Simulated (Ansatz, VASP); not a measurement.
## SnO in VASP and in Ansatz

File INCAR:

```
SYSTEM = SnO
ALGO = Normal
EDIFF = 1E-6
ENCUT = 520
GGA = PE
ISIF = 2
ISMEAR = 0
LASPH = .TRUE.
LCHARG = .FALSE.
LREAL = .FALSE.
LWAVE = .FALSE.
NBANDS = 28
NELM = 80
PREC = Accurate
SIGMA = 0.15
```

File KPOINTS:

```
k-points
0
G
  12 12 10
  0 0 0
```

The input POSCAR:

```
SnO
1.0
    4.2297250000      0.0000000000      0.0000000000
    0.0000000000      3.3742750000      0.0000000000
    0.0000000000      0.0000000000      4.8360000000
Sn O
2 2
Direct
    0.0000000000      0.5000000000      0.2385000000
    0.5000000000      0.0000000000      0.7615000000
    0.0000000000      0.0000000000      0.0000000000
    0.5000000000      0.5000000000      0.0000000000
```

Input for Ansatz:

```yaml
crystal:
  lattice:
    - [4.229725, 0.0, 0.0]
    - [0.0, 3.374275, 0.0]
    - [0.0, 0.0, 4.836]
  atoms:
    - { symbol: Sn, position: [0.0, 0.5, 0.2385] }
    - { symbol: Sn, position: [0.5, 0.0, 0.7615] }
    - { symbol: O, position: [0.0, 0.0, 0.0] }
    - { symbol: O, position: [0.5, 0.5, 0.0] }
basis:
  ecutwfc: 420
kpoints:
  mp_grid: { grid: [12, 12, 10] }
hamiltonian:
  xc: pbe
scf:
  occupations: { method: gaussian, width: 0.15 }
output:
  forces: true
  stress: true
  eigenvalues: true
```

Change from the starting cell: strain +0.1125 x Voigt [1, -1, 0, 0, 0, 0], atoms carried along.

Alike in both runs: task single point; functional PBE; k mesh 12 × 12 × 10; occupations gaussian, width 0.15 eV; no spin polarisation.

```csv
,VASP,Ansatz
version,VASP 6.6.1,Ansatz 0.2.0
potentials or method,"VASP PAW PBE potentials, release 64 (Sn_d, O), cutoff 520 eV","scalar-relativistic, plane waves, PAW"
valence electrons in the cell,40,40
```

Ansatz gave:

| Property | Result |
| --- | --- |
| gap on the k mesh at the Fermi level (eV) | none |
| pressure (GPa) | 10.3 |
| traceless stress, the component that is largest in VASP (GPa) | 10.26 |
| rms of the force components (eV/Å) | 0.990 |

Question: Which values does VASP return?

Answer: gap on the k mesh at the Fermi level (eV): none; pressure (GPa): 10.6; traceless stress, the component that is largest in VASP (GPa): 10.55; rms of the force components (eV/Å): 1.036.

Atom by atom the forces differ by 0.048 eV/Å (rms over components). A gap of «none» marks a metal or a gap that the smearing closes. The functional is the same, so the differences come from potentials, cutoffs and numerics.
